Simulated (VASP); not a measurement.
# Si16AsC15 (a cell with a defect) in VASP: further runs

Runs on Si16AsC15 (a cell with a defect). Level: PBE. Tasks: single point, relaxation of the atoms.

Everything below comes from runs of VASP 6.6.1. Logs are shortened: lines on timing, memory, paths and dates and some standing lists are left out, and cuts for length are marked.

## Step 1: The cell of the first run

The cell holds a defect, 32 atoms: a = 6.152 Å, b = 6.152 Å, c = 10.096 Å, α = 90.00°, β = 90.00°, γ = 120.00°.

## Step 2: Single point, PBE

The input, INCAR:

```
PREC = Accurate
ENCUT = 520
EDIFF = 1E-6
ISMEAR = -1
SIGMA = 0.01
LREAL = Auto
LASPH = T
NELM = 120
ALGO = Normal
ISIF = 2
LWAVE = F
LCHARG = F
GGA = PE
NBANDS = 86
NELECT = 128.0
GGA_COMPAT = F
```

The input, KPOINTS:

```
Automatic mesh
0
Gamma
  4 4 2
```

The input, POSCAR:

```
Si16AsC15
1.0
    6.1520000000      0.0000000000      0.0000000000
   -3.0760000000      5.3277882840      0.0000000000
    0.0000000000      0.0000000000     10.0960000000
Si As C
16 1 15
Direct
    0.1666666667      0.3333333333     -0.0369282355
    0.1666666667      0.3333333333      0.5033383444
    0.1680615782      0.8340307891      0.0011917582
    0.1630106785      0.8315053393      0.5069124122
    0.6659692109      0.3319384218      0.0011917582
    0.6684946607      0.3369893215      0.5069124122
    0.6659692109      0.8340307891      0.0011917582
    0.6684946607      0.8315053393      0.5069124122
    0.3521027716      0.1478972284      0.2643760869
    0.3359733509      0.1640266491      0.7480317679
    0.3521027716      0.7042055433      0.2643760869
    0.3359733509      0.6719467017      0.7480317679
    0.7957944567      0.1478972284      0.2643760869
    0.8280532983      0.1640266491      0.7480317679
    0.8333333333      0.6666666667      0.2544214797
    0.8333333333      0.6666666667      0.7552749516
    0.1666666667      0.3333333333      0.1806130948
    0.1666666667      0.3333333333      0.6912499536
    0.1665047668      0.8332523834      0.1906646774
    0.1631573063      0.8315786532      0.6908134007
    0.6667476166      0.3334952332      0.1906646774
    0.6684213468      0.3368426937      0.6908134007
    0.6667476166      0.8332523834      0.1906646774
    0.6684213468      0.8315786532      0.6908134007
    0.3354571132      0.1645428868      0.4468705791
    0.3372089345      0.1627910655      0.9337144912
    0.3354571132      0.6709142264      0.4468705791
    0.3372089345      0.6744178690      0.9337144912
    0.8290857736      0.1645428868      0.4468705791
    0.8255821310      0.1627910655      0.9337144912
    0.8333333333      0.6666666667      0.4408034773
    0.8333333333      0.6666666667      0.9435014133
```

Potentials or basis: VASP PAW PBE potentials, release 64 (Si, As, C).

The run is started by

```bash
$ cat potpaw_PBE.64/Si/POTCAR potpaw_PBE.64/As/POTCAR potpaw_PBE.64/C/POTCAR > POTCAR
$ mpirun -np 1 vasp_std > vasp.out
```

OUTCAR:

```text
PREC = Accurate
   ENCUT = 520
   EDIFF = 1E-6
   ISMEAR = -1
   LREAL = Auto
   LASPH = T
   NELM = 120
   ISIF = 2
   GGA = PE
   NELECT = 128.0

 ion  position               nearest neighbor table
   1  0.167  0.333  0.963-  26 1.84  28 1.84  30 1.84  17 2.20  12 2.82  10 2.82  14 2.82   3 3.10
                             5 3.10   7 3.10   7 3.10   3 3.10   5 3.10
   2  0.167  0.333  0.503-  25 1.89  27 1.89  29 1.89  18 1.90  12 3.06  10 3.06  14 3.06   4 3.08
                             6 3.08   8 3.08   8 3.08   4 3.08   6 3.08   9 3.12  11 3.12  13 3.12
   3  0.168  0.834  0.001-  32 1.88  26 1.88  28 1.88  19 1.91  16 3.06   5 3.06   7 3.06   5 3.09
                             7 3.09   1 3.10   1 3.10  10 3.10  12 3.10  15 3.12  11 3.14   9 3.14
   4  0.163  0.832  0.507-  20 1.86  25 1.88  27 1.88  31 1.88   9 2.98  11 2.98  10 3.01  12 3.01
                             6 3.04   8 3.04  16 3.06   2 3.08   2 3.08  15 3.10   6 3.11   8 3.11
   5  0.666  0.332  0.001-  32 1.88  30 1.88  26 1.88  21 1.91  16 3.06   7 3.06   3 3.06   7 3.09
                             3 3.09   1 3.10   1 3.10  10 3.10  14 3.10  15 3.12  13 3.14   9 3.14
   6  0.668  0.337  0.507-  22 1.86  25 1.88  29 1.88  31 1.88   9 2.98  13 2.98  10 3.01  14 3.01
                             4 3.04   8 3.04  16 3.06   2 3.08   2 3.08  15 3.10   8 3.11   4 3.11
   7  0.666  0.834  0.001-  32 1.88  30 1.88  28 1.88  23 1.91  16 3.06   5 3.06   3 3.06   5 3.09
                             3 3.09   1 3.10   1 3.10  14 3.10  12 3.10  15 3.12  13 3.14  11 3.14
   8  0.668  0.832  0.507-  24 1.86  29 1.88  27 1.88  31 1.88  13 2.98  11 2.98  14 3.01  12 3.01
                             6 3.04   4 3.04  16 3.06   2 3.08   2 3.08  15 3.10   6 3.11   4 3.11
   9  0.352  0.148  0.264-  19 1.84  21 1.84  25 1.85  17 2.15  11 2.73  13 2.73   4 2.98   6 2.98
[... 17 lines left out ...]
  19  0.167  0.833  0.191-  11 1.84   9 1.84  15 1.89   3 1.91
  20  0.163  0.832  0.691-   4 1.86  10 1.86  12 1.86  16 1.87
  21  0.667  0.333  0.191-  13 1.84   9 1.84  15 1.89   5 1.91
  22  0.668  0.337  0.691-   6 1.86  10 1.86  14 1.86  16 1.87
[... 8 lines left out ...]
  31  0.833  0.667  0.441-   6 1.88   8 1.88   4 1.88  15 1.88
  32  0.833  0.667  0.944-   7 1.88   5 1.88   3 1.88  16 1.90

  LATTYP: Found a hexagonal cell.
 ALAT       =     6.1520000000
 C/A-ratio  =     1.6410923277

  Lattice vectors:

 A1 = (   6.1520000000,   0.0000000000,   0.0000000000)
 A2 = (  -3.0760000000,   5.3277882840,   0.0000000000)
 A3 = (   0.0000000000,   0.0000000000,  10.0960000000)

Analysis of symmetry for initial positions (statically):
=====================================================================
 Subroutine PRICEL returns:
 Original cell was already a primitive cell.

 Routine SETGRP: Setting up the symmetry group for a
 hexagonal supercell.

 Subroutine GETGRP returns: Found  6 space group operations
 (whereof  2 operations were pure point group operations)
 out of a pool of 24 trial point group operations.

The static configuration has the point symmetry C_1h.
 The point group associated with its full space group is C_3v.

Analysis of symmetry for dynamics (positions and initial velocities):
=====================================================================
 Subroutine PRICEL returns:
 Original cell was already a primitive cell.

 Routine SETGRP: Setting up the symmetry group for a
 hexagonal supercell.

 Subroutine GETGRP returns: Found  6 space group operations
 (whereof  2 operations were pure point group operations)
 out of a pool of 24 trial point group operations.

The dynamic configuration has the point symmetry C_1h.
 The point group associated with its full space group is C_3v.

 Subroutine INISYM returns: Found  6 space group operations
 (whereof  2 operations are pure point group operations),
 and found     1 'primitive' translations

----------------------------------------------------------------------------------------

                                     Primitive cell

  volume of cell :     330.9121

  direct lattice vectors                    reciprocal lattice vectors
     6.152000000  0.000000000  0.000000000     0.162548765  0.093847573  0.000000000
    -3.076000000  5.327788284  0.000000000     0.000000000  0.187695146  0.000000000
     0.000000000  0.000000000 10.096000000     0.000000000  0.000000000  0.099049128

  length of vectors
     6.152000000  6.152000000 10.096000000     0.187695146  0.187695146  0.099049128

  position of ions in fractional coordinates (direct lattice)
     0.166666667  0.333333333  0.963071765
[... 69 lines left out ...]
 KPOINTS: Automatic mesh

Automatic generation of k-mesh.
 Grid dimensions read from file:
 generate k-points for:    4    4    2

 Generating k-lattice:

  Cartesian coordinates                     Fractional coordinates (reciprocal lattice)
     0.040637191  0.023461893  0.000000000     0.250000000  0.000000000  0.000000000
     0.000000000  0.046923787  0.000000000     0.000000000  0.250000000  0.000000000
     0.000000000  0.000000000  0.049524564     0.000000000  0.000000000  0.500000000

  Length of vectors
     0.046923787  0.046923787  0.049524564

  Shift w.r.t. Gamma in fractional coordinates (k-lattice)
     0.000000000  0.000000000  0.000000000

 Subroutine IBZKPT returns following result:
 ===========================================

 Found      8 irreducible k-points:

 Following reciprocal coordinates:
            Coordinates               Weight
  0.000000  0.000000  0.000000      1.000000
  0.250000  0.000000  0.000000      6.000000
  0.500000  0.000000  0.000000      3.000000
  0.250000  0.250000  0.000000      6.000000
  0.000000  0.000000  0.500000      1.000000
  0.250000  0.000000  0.500000      6.000000
  0.500000  0.000000  0.500000      3.000000
  0.250000  0.250000  0.500000      6.000000
   k-points           NKPTS =      8   k-points in BZ     NKDIM =      8   number of bands    NBANDS=     86
   number of dos      NEDOS =    301   number of ions     NIONS =     32
   total plane-waves  NPLWV = 184320
   dimension x,y,z NGX =    48 NGY =   48 NGZ =   80
   dimension x,y,z NGXF=    96 NGYF=   96 NGZF=  160
   ions per type =              16   1  15
   NGX,Y,Z   is equivalent  to a cutoff of  12.97, 12.97, 13.17 a.u.
   NGXF,Y,Z  is equivalent  to a cutoff of  25.94, 25.94, 26.35 a.u.
 SYSTEM =  unknown system
   PREC   = accura    normal or accurate (medium, high low for compatibility)
   ISTART =      0    job   : 0-new  1-cont  2-samecut
   ICHARG =      2    charge: 1-file 2-atom 10-const
   ISPIN  =      1    spin polarized calculation?
   LNONCOLLINEAR =      F non collinear calculations
   LSORBIT =      F    spin-orbit coupling
   LASPH  =      T    aspherical Exc in radial PAW
   ENCUT  =  520.0 eV  38.22 Ry    6.18 a.u.  11.44 11.44 18.77*2*pi/ulx,y,z
   NELM   =    120;   NELMIN=  2; NELMDL= -5     # of ELM steps
   EDIFF  = 0.1E-05   stopping-criterion for ELM
   LREAL  =      T    real-space projection
   EDIFFG = 0.1E-04   stopping-criterion for IOM
   NSW    =      0    number of steps for IOM
   IBRION =     -1    ionic relax: 0-MD 1-quasi-New 2-CG
   NFREE  =      0    steps in history (QN), initial steepest desc. (CG)
   ISIF   =      2    stress and relaxation
   ISYM   =      2    0-nonsym 1-usesym 2-fastsym
   POTIM  = 0.5000    time-step for ionic-motion
   TEBEG  =    0.0;   TEEND  =   0.0 temperature during run
   PSTRESS=    0.0 pullay stress
   NELECT =     128.0000    total number of electrons
   NUPDOWN=      -1.0000    fix difference up-down
   EMIN   =  10.00;   EMAX   =-10.00  energy-range for DOS
   EFERMI =   0.00;   METHOD = LEGACY
   ISMEAR =    -1;   SIGMA  =   0.01  broadening in eV -4-tet -1-fermi 0-gaus
   EFERMI_NEDOS =   21; number of points for ismear=-14 and -15
   IALGO  =     38    algorithm
   IMIX   =      4    mixing-type and parameters
     AMIX     =   0.40;   BMIX     =  1.00
     AMIX_MAG =   1.60;   BMIX_MAG =  1.00
  volume/ion in A,a.u.               =      10.34        69.78
  Fermi-wavevector in a.u.,A,eV,Ry     =   1.192817  2.254098 19.358549  1.422813
  Thomas-Fermi vector in A             =   2.328847
   LORBIT       =      0    0 simple, 1 ext, 2 COOP (PROOUT), +10 PAW based schemes
   GGA     = PE    functional components
   LHFCALC =     F    Hartree Fock is set to
   AEXX    =    0.0000 exact exchange contribution
   IVDW    =     0    specifies the selected vdW correction
   LEPSILON=     F    determine dielectric tensor
   LRPA    =     F    only Hartree local field effects (RPA)
 non-spin polarized calculation
  energy-cutoff  :      520.00
  volume of cell :      330.91
 maximum number of plane-waves:      8977
 NGX is ok and might be reduce to    48
   NGX = 23   NGY = 23   NGZ = 37

 number of electron     127.9999998 magnetization

 Free energy of the ion-electron system (eV)
  ---------------------------------------------------
  ext. energy  EPLUGINS =         0.00000000
  ---------------------------------------------------
  free energy    TOTEN  =      -241.87388131 eV

  energy without entropy =     -241.87388131  energy(sigma->0) =     -241.87388131

 E-fermi :   9.1862     XC(G=0): -11.4108

 val. band max:        8.9241617552   @ k =   0.0000   0.0000   0.0000
 cond. band min:      10.4142487196   @ k =   0.0000   0.0000   0.0000
 fundamental gap:      1.4900869644
 Fermi energy:         9.1862460709

 k-point     1 :       0.0000    0.0000    0.0000
  band No.  band energies     occupation
      1      -7.2223      2.00000
      2      -6.0976      2.00000
      3      -5.9093      2.00000
      4      -3.9015      2.00000
      5      -3.9015      2.00000
      6      -3.7766      2.00000
[... 621 lines left out ...]
     75      13.9035      0.00000
     76      13.9991      0.00000
 [bands above 76 left out]

------------------------ aborting loop because EDIFF is reached ----------------------------------------

  FORCE on cell =-STRESS in cart. coord.  units (eV):
  Direction    XX          YY          ZZ          XY          YZ          ZX
  --------------------------------------------------------------------------------------
  -------------------------------------------------------------------------------------
  Total       16.7993782     16.7993782     17.6526845     -0.0000000      0.0000000      0.0000000
  in kB       81.3375644     81.3375644     85.4690181     -0.0000000      0.0000000      0.0000000
  external PRESSURE =      82.7147156 kB  Pullay stress =       0.0000000 kB

 VOLUME and BASIS-vectors are now :
 -----------------------------------------------------------------------------
  energy-cutoff  :      520.00
  volume of cell :      330.91
      direct lattice vectors                 reciprocal lattice vectors
     6.152000000  0.000000000  0.000000000     0.162548765  0.093847573  0.000000000
    -3.076000000  5.327788284  0.000000000     0.000000000  0.187695146  0.000000000
     0.000000000  0.000000000 10.096000000     0.000000000  0.000000000  0.099049128

 POSITION                                       TOTAL-FORCE (eV/Angst)
 -----------------------------------------------------------------------------------
      0.00000      1.77593      9.72317        -0.000000     -0.000000     -0.037672
      0.00000      1.77593      5.08170        -0.000000     -0.000000      0.006158
     -1.53156      4.44354      0.01203         0.002769      0.001599     -0.001074
     -1.55487      4.43008      5.11779         0.007502      0.004331      0.002060
      3.07600      1.76850      0.01203        -0.000000     -0.003198     -0.001074
      3.07600      1.79541      5.11779        -0.000000     -0.008663      0.002060
[... 24 lines left out ...]
      3.07600      3.55186      4.45035        -0.000000     -0.000000     -0.014334
      3.07600      3.55186      9.52559        -0.000000     -0.000000      0.001292
 -----------------------------------------------------------------------------------
    total drift:                                0.000002     -0.000001     -0.065490

  FREE ENERGIE OF THE ION-ELECTRON SYSTEM (eV)
  ---------------------------------------------------
  free  energy   TOTEN  =      -241.8738813065 eV

  energy  without entropy=     -241.8738813065  energy(sigma->0) =     -241.87388131
```

Run time: 11 min. Hardware: 1 thread of Intel Xeon 8259CL, shared host; peak memory 0.51 GiB.

What came out:

```yaml
Free_energy: -241.8739 eV
Largest_force: 0.064 eV/Å
```

Forces on the atoms (eV/Å):
```
Si   0.000  0.000 -0.038
Si   0.000  0.000  0.006
Si   0.003  0.002 -0.001
Si   0.008  0.004  0.002
Si   0.000 -0.003 -0.001
Si   0.000 -0.009  0.002
Si  -0.003  0.002 -0.001
Si  -0.008  0.004  0.002
Si   0.050 -0.029  0.027
Si  -0.004  0.002  0.003
Si   0.000  0.058  0.027
Si   0.000 -0.004  0.003
Si  -0.050 -0.029  0.027
Si   0.004  0.002  0.003
Si   0.000  0.000  0.003
Si   0.000  0.000  0.002
As   0.000  0.000 -0.044
C    0.000  0.000 -0.013
C   -0.002 -0.001 -0.004
C    0.002  0.001 -0.005
C    0.000  0.002 -0.004
C    0.000 -0.003 -0.005
C    0.002 -0.001 -0.004
C   -0.002  0.001 -0.005
C   -0.002  0.001  0.009
C   -0.007  0.004  0.001
C    0.000 -0.002  0.009
C    0.000 -0.008  0.001
C    0.002  0.001  0.009
C    0.007  0.004  0.001
C    0.000  0.000 -0.014
C    0.000  0.000  0.001
```

Caveat: the cell carries a net charge on a neutralising background, which shifts energy and pressure; the cell is charged against a uniform background, so pressure and absolute levels hang on convention.

(Part 1 of 2 ends here.)
